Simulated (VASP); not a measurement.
# TiAl3 (I4/mmm) in VASP: notebook

TiAl3 is run at these levels: r2SCAN, PBE; tasks: single point.

Everything below comes from runs of VASP 6.6.1. Logs are shortened: lines on timing, memory, paths and dates and some standing lists are left out, and cuts for length are marked.

## 1. The cell of the first run

The structure is tetragonal, space group I4/mmm (No. 139). The conventional cell has a = 3.845 Å, b = 3.845 Å, c = 8.623 Å, α = 90.00°, β = 90.00°, γ = 90.00°. Within 3.6 Å of Ti (site symmetry 4/mmm) lie 12 Al at 2.72 to 2.89 Å. Within 3.6 Å of Al (site symmetry 4/mmm) lie 4 Ti at 2.72 Å and 8 Al at 2.89 Å. Within 3.6 Å of Al (site symmetry -4m2) lie 8 Al at 2.72 to 2.89 Å and 4 Ti at 2.89 Å.

## 2. Single point, r2SCAN

POSCAR reads:

```
TiAl3
1.0
   -1.9226734295      1.9226734295      4.3114047958
    1.9226734295     -1.9226734295      4.3114047958
    1.9226734295      1.9226734295     -4.3114047958
Ti Al
1 3
Direct
    0.0000000000      0.0000000000      0.0000000000
    0.5000000000      0.5000000000      0.0000000000
    0.7500000000      0.2500000000      0.5000000000
    0.2500000000      0.7500000000      0.5000000000
```

INCAR.step1 reads:

```
SYSTEM = TiAl3
ALGO = Normal ; EDIFF = 1E-4
ENCUT = 520 ; GGA = PE
ISMEAR = 0 ; LASPH = .True.
LCHARG = .False. ; LREAL = .False.
LWAVE = .True. ; NBANDS = 18
NELM = 80 ; PREC = Accurate
SIGMA = 0.1
```

INCAR.step2 reads:

```
SYSTEM = TiAl3
ALGO = Normal ; EDIFF = 1E-6
ENCUT = 520 ; ISIF = 2
ISMEAR = 0 ; ISTART = 1
LASPH = .True. ; LCHARG = .True.
LELF = .True. ; LMIXTAU = .True.
LREAL = .False. ; LVHAR = .True.
LWAVE = .False. ; METAGGA = R2SCAN
NBANDS = 18 ; NELM = 80
PREC = Accurate ; SIGMA = 0.1
```

KPOINTS reads:

```
k-points
0
Gamma
  16 16 16
  0 0 0
```

Potentials or basis: VASP PAW PBE potentials, release 64 (Ti_sv, Al).

On the command line:

```bash
$ cat potpaw_PBE.64/Ti_sv/POTCAR potpaw_PBE.64/Al/POTCAR > POTCAR
$ cp INCAR.step1 INCAR
$ mpirun -np 1 vasp_std > vasp.out
$ cp INCAR.step2 INCAR
$ mpirun -np 1 vasp_std > vasp.out
```

OUTCAR:

```text
SYSTEM = TiAl3
   EDIFF = 1E-6
   ENCUT = 520
   ISIF = 2
   ISMEAR = 0
   ISTART = 1
   LASPH = .True.
   LREAL = .False.
   METAGGA = R2SCAN
   NELM = 80
   PREC = Accurate

 ion  position               nearest neighbor table
   1  0.000  0.000  0.000-   2 2.72   2 2.72   2 2.72   2 2.72   4 2.89   3 2.89   4 2.89   4 2.89
                             3 2.89   3 2.89   4 2.89   3 2.89
   2  0.500  0.500  0.000-   1 2.72   1 2.72   1 2.72   1 2.72   4 2.89   3 2.89   4 2.89   3 2.89
                             4 2.89   4 2.89   3 2.89   3 2.89
   3  0.750  0.250  0.500-   4 2.72   4 2.72   4 2.72   4 2.72   2 2.89   1 2.89   2 2.89   1 2.89
                             2 2.89   2 2.89   1 2.89   1 2.89
   4  0.250  0.750  0.500-   3 2.72   3 2.72   3 2.72   3 2.72   2 2.89   1 2.89   2 2.89   2 2.89
                             1 2.89   1 2.89   2 2.89   1 2.89

  LATTYP: Found a body centered tetragonal cell.
 ALAT       =     3.8453468590
 C/A-ratio  =     2.2424009869

  Lattice vectors:

 A1 = (  -1.9226734295,   1.9226734295,   4.3114047958)
 A2 = (   1.9226734295,  -1.9226734295,   4.3114047958)
 A3 = (   1.9226734295,   1.9226734295,  -4.3114047958)

Analysis of symmetry for initial positions (statically):
=====================================================================
 Subroutine PRICEL returns:
 Original cell was already a primitive cell.

 Routine SETGRP: Setting up the symmetry group for a
 body centered tetragonal supercell.

 Subroutine GETGRP returns: Found 16 space group operations
 (whereof 16 operations were pure point group operations)
 out of a pool of 16 trial point group operations.

The static configuration has the point symmetry D_4h.

Analysis of symmetry for dynamics (positions and initial velocities):
=====================================================================
 Subroutine PRICEL returns:
 Original cell was already a primitive cell.

 Routine SETGRP: Setting up the symmetry group for a
 body centered tetragonal supercell.

 Subroutine GETGRP returns: Found 16 space group operations
 (whereof 16 operations were pure point group operations)
 out of a pool of 16 trial point group operations.

The dynamic configuration has the point symmetry D_4h.

 Subroutine INISYM returns: Found 16 space group operations
 (whereof 16 operations are pure point group operations),
 and found     1 'primitive' translations

----------------------------------------------------------------------------------------

                                     Primitive cell

  volume of cell :      63.7514

  direct lattice vectors                    reciprocal lattice vectors
    -1.922673430  1.922673430  4.311404796     0.000000000  0.260054564  0.115971481
     1.922673430 -1.922673430  4.311404796     0.260054564  0.000000000  0.115971481
     1.922673430  1.922673430 -4.311404796     0.260054564  0.260054564  0.000000000

  length of vectors
     5.097210761  5.097210761  5.097210761     0.284741568  0.284741568  0.367772691

  position of ions in fractional coordinates (direct lattice)
     0.000000000  0.000000000  0.000000000
     0.500000000  0.500000000  0.000000000
     0.750000000  0.250000000  0.500000000
     0.250000000  0.750000000  0.500000000

  ion indices of the primitive-cell ions
   primitive index   ion index
                 1           1
                 2           2
                 3           3
                 4           4

----------------------------------------------------------------------------------------

 KPOINTS: k-points

Automatic generation of k-mesh.
 Grid dimensions read from file:
 generate k-points for:   16   16   16

 Generating k-lattice:

  Cartesian coordinates                     Fractional coordinates (reciprocal lattice)
     0.000000000  0.016253410  0.007248218     0.062500000 -0.000000000  0.000000000
     0.016253410  0.000000000  0.007248218    -0.000000000  0.062500000  0.000000000
     0.016253410  0.016253410  0.000000000     0.000000000  0.000000000  0.062500000

  Length of vectors
     0.017796348  0.017796348  0.022985793

  Shift w.r.t. Gamma in fractional coordinates (k-lattice)
     0.000000000  0.000000000  0.000000000

 Subroutine IBZKPT returns following result:
 ===========================================

 Found    349 irreducible k-points:

 Following reciprocal coordinates:
            Coordinates               Weight
  0.000000  0.000000  0.000000      1.000000
  0.062500 -0.000000  0.000000      8.000000
  0.125000 -0.000000  0.000000      8.000000
  0.187500 -0.000000  0.000000      8.000000
  0.250000 -0.000000  0.000000      8.000000
  0.312500 -0.000000  0.000000      8.000000
[... 16 lines left out ...]
 -0.125000  0.062500 -0.000000     16.000000
 -0.062500  0.062500  0.000000      4.000000
 [... further k-points ...]
   k-points           NKPTS =    349   k-points in BZ     NKDIM =    349   number of bands    NBANDS=     18
   number of dos      NEDOS =    301   number of ions     NIONS =      4
   total plane-waves  NPLWV =  64000
   dimension x,y,z NGX =    40 NGY =   40 NGZ =   40
   dimension x,y,z NGXF=    80 NGYF=   80 NGZF=   80
   ions per type =               1   3
   NGX,Y,Z   is equivalent  to a cutoff of  13.05, 13.05, 13.05 a.u.
   NGXF,Y,Z  is equivalent  to a cutoff of  26.09, 26.09, 26.09 a.u.
 SYSTEM =  TiAl3
   PREC   = accura    normal or accurate (medium, high low for compatibility)
   ISTART =      1    job   : 0-new  1-cont  2-samecut
   ICHARG =      0    charge: 1-file 2-atom 10-const
   ISPIN  =      1    spin polarized calculation?
   LNONCOLLINEAR =      F non collinear calculations
   LSORBIT =      F    spin-orbit coupling
   LASPH  =      T    aspherical Exc in radial PAW
   ENCUT  =  520.0 eV  38.22 Ry    6.18 a.u.   9.48  9.48  9.48*2*pi/ulx,y,z
   NELM   =     80;   NELMIN=  2; NELMDL=  0     # of ELM steps
   EDIFF  = 0.1E-05   stopping-criterion for ELM
   LREAL  =      F    real-space projection
   EDIFFG = 0.1E-04   stopping-criterion for IOM
   NSW    =      0    number of steps for IOM
   IBRION =     -1    ionic relax: 0-MD 1-quasi-New 2-CG
   NFREE  =      0    steps in history (QN), initial steepest desc. (CG)
   ISIF   =      2    stress and relaxation
   ISYM   =      2    0-nonsym 1-usesym 2-fastsym
   POTIM  = 0.5000    time-step for ionic-motion
   TEBEG  =    0.0;   TEEND  =   0.0 temperature during run
   PSTRESS=    0.0 pullay stress
   NELECT =      21.0000    total number of electrons
   NUPDOWN=      -1.0000    fix difference up-down
   EMIN   =  10.00;   EMAX   =-10.00  energy-range for DOS
   EFERMI =   0.00;   METHOD = LEGACY
   ISMEAR =     0;   SIGMA  =   0.10  broadening in eV -4-tet -1-fermi 0-gaus
   EFERMI_NEDOS =   21; number of points for ismear=-14 and -15
   IALGO  =     38    algorithm
   IMIX   =      4    mixing-type and parameters
     AMIX     =   0.40;   BMIX     =  1.00
     AMIX_MAG =   1.60;   BMIX_MAG =  1.00
  volume/ion in A,a.u.               =      15.94       107.55
  Fermi-wavevector in a.u.,A,eV,Ry     =   1.130623  2.136568 17.392455  1.278309
  Thomas-Fermi vector in A             =   2.267320
   LORBIT       =      0    0 simple, 1 ext, 2 COOP (PROOUT), +10 PAW based schemes
   METAGGA = R2SCAN    functional components
   LHFCALC =     F    Hartree Fock is set to
   AEXX    =    0.0000 exact exchange contribution
   IVDW    =     0    specifies the selected vdW correction
   LEPSILON=     F    determine dielectric tensor
   LRPA    =     F    only Hartree local field effects (RPA)
 non-spin polarized calculation
 Gauss-broadening in eV      SIGMA  =   0.10
  energy-cutoff  :      520.00
  volume of cell :       63.75
 maximum number of plane-waves:      1752
 NGX is ok and might be reduce to    40
   NGX = 19   NGY = 19   NGZ = 19

 number of electron      21.0000000 magnetization

 Free energy of the ion-electron system (eV)
  ---------------------------------------------------
  ext. energy  EPLUGINS =         0.00000000
  ---------------------------------------------------
  free energy    TOTEN  =       -34.90260608 eV

  energy without entropy =      -34.89429784  energy(sigma->0) =      -34.89845196

 E-fermi :   8.1781     XC(G=0): -11.4761

 val. band max:        8.1727803956   @ k =  -0.3750   0.5000   0.2500
 cond. band min:       8.1841384104   @ k =  -0.1875   0.2500   0.1875
 fundamental gap:      0.0113580149
 Fermi energy:         8.1781338165

 k-point     1 :       0.0000    0.0000    0.0000
  band No.  band energies     occupation
      1     -50.6944      2.00000
      2     -25.9608      2.00000
      3     -25.9608      2.00000
      4     -25.8901      2.00000
      5      -2.4727      2.00000
      6       5.2086      2.00000
[... 10 lines left out ...]
     17      12.1526      0.00000
     18      12.1527      0.00000

 k-point     2 :       0.0625   -0.0000    0.0000
  band No.  band energies     occupation
      1     -50.6943      2.00000
      2     -25.9619      2.00000
      3     -25.9608      2.00000
      4     -25.8901      2.00000
      5      -2.4216      2.00000
      6       4.8616      2.00000
[... 10 lines left out ...]
     17      12.1656      0.00000
     18      12.4584      0.00000

 k-point     3 :       0.1250   -0.0000    0.0000
  band No.  band energies     occupation
      1     -50.6942      2.00000
      2     -25.9649      2.00000
      3     -25.9605      2.00000
      4     -25.8899      2.00000
      5      -2.2691      2.00000
      6       4.5003      2.00000
[... 10 lines left out ...]
     17      12.2243      0.00000
     18      13.1819      0.00000

 k-point     4 :       0.1875   -0.0000    0.0000
  band No.  band energies     occupation
      1     -50.6940      2.00000
      2     -25.9695      2.00000
      3     -25.9602      2.00000
      4     -25.8897      2.00000
      5      -2.0168      2.00000
      6       4.1277      2.00000
[... 375 lines left out ...]
      4     -25.8895      2.00000
      5      -2.0158      2.00000
      6       4.4531      2.00000
[... 10 lines left out ...]
     17      12.5987      0.00000
     18      14.0191      0.00000

 k-point    23 :      -0.1250    0.0625   -0.0000
  band No.  band energies     occupation
      1     -50.6941      2.00000
      2     -25.9648      2.00000
      3     -25.9616      2.00000
      4     -25.8898      2.00000
      5      -2.2516      2.00000
      6       4.8854      2.00000
[... 10 lines left out ...]
     17      12.4355      0.00000
     18      13.2132      0.00000

 k-point    24 :      -0.0625    0.0625    0.0000
  band No.  band energies     occupation
      1     -50.6943      2.00000
      2     -25.9619      2.00000
      3     -25.9617      2.00000
      4     -25.8900      2.00000
      5      -2.3874      2.00000
      6       5.2579      2.00000
[... 10 lines left out ...]
     17      12.3195      0.00000
     18      12.5406      0.00000

 [... further k-points ...]

------------------------ aborting loop because EDIFF is reached ----------------------------------------

  FORCE on cell =-STRESS in cart. coord.  units (eV):
  Direction    XX          YY          ZZ          XY          YZ          ZX
  --------------------------------------------------------------------------------------
  -------------------------------------------------------------------------------------
  Total       -0.8234581     -0.8234581     -0.8763133      0.0000000      0.0000000      0.0000000
  in kB      -20.6948473    -20.6948473    -22.0231867      0.0000000      0.0000000      0.0000000
  external PRESSURE =     -21.1376271 kB  Pullay stress =       0.0000000 kB

 VOLUME and BASIS-vectors are now :
 -----------------------------------------------------------------------------
  energy-cutoff  :      520.00
  volume of cell :       63.75
      direct lattice vectors                 reciprocal lattice vectors
    -1.922673430  1.922673430  4.311404796     0.000000000  0.260054564  0.115971481
     1.922673430 -1.922673430  4.311404796     0.260054564  0.000000000  0.115971481
     1.922673430  1.922673430 -4.311404796     0.260054564  0.260054564  0.000000000

 POSITION                                       TOTAL-FORCE (eV/Angst)
 -----------------------------------------------------------------------------------
      0.00000      0.00000      0.00000        -0.000000      0.000000     -0.000000
      0.00000      0.00000      4.31140        -0.000000      0.000000     -0.000000
     -0.00000      1.92267      2.15570         0.000000      0.000000      0.000000
      1.92267     -0.00000      2.15570        -0.000000     -0.000000     -0.000000
 -----------------------------------------------------------------------------------
    total drift:                               -0.000000     -0.000000      0.000000

  FREE ENERGIE OF THE ION-ELECTRON SYSTEM (eV)
  ---------------------------------------------------
  free  energy   TOTEN  =       -34.9026060812 eV

  energy  without entropy=      -34.8942978403  energy(sigma->0) =      -34.89845196
```

Run time: 74 min. Hardware: 1 thread of AMD EPYC 7R13, shared host; peak memory 0.51 GiB.

What came out:

| Property | Result |
| --- | --- |
| Free energy | -34.9026 eV |
| Pressure | -2.1 GPa |
| Band gap on the k mesh | zero (an odd number of electrons rules out a gap without spin polarisation) |

Levels at points of the mesh, in eV from the Fermi level:
```csv
k point,band 8,band 9,band 10,band 11,band 12,band 13,band 14,band 15
"(0.00, 0.00, 0.00)",-1.43,-1.30,-1.30,0.84,1.72,1.72,2.18,2.75
"(0.50, 0.00, 0.00)",-3.16,-1.14,-0.26,0.56,2.01,2.13,2.85,3.27
"(0.50, 0.50, 0.00)",-4.08,-3.01,-2.34,-1.04,1.90,2.19,2.72,2.92
"(0.50, 0.50, 0.50)",-1.06,-1.06,-0.27,0.77,0.77,0.96,3.18,5.11
```

Caveat: the PAW data sets were made with another functional, which shifts forces and pressure a little.

(Part 1 of 2 ends here.)
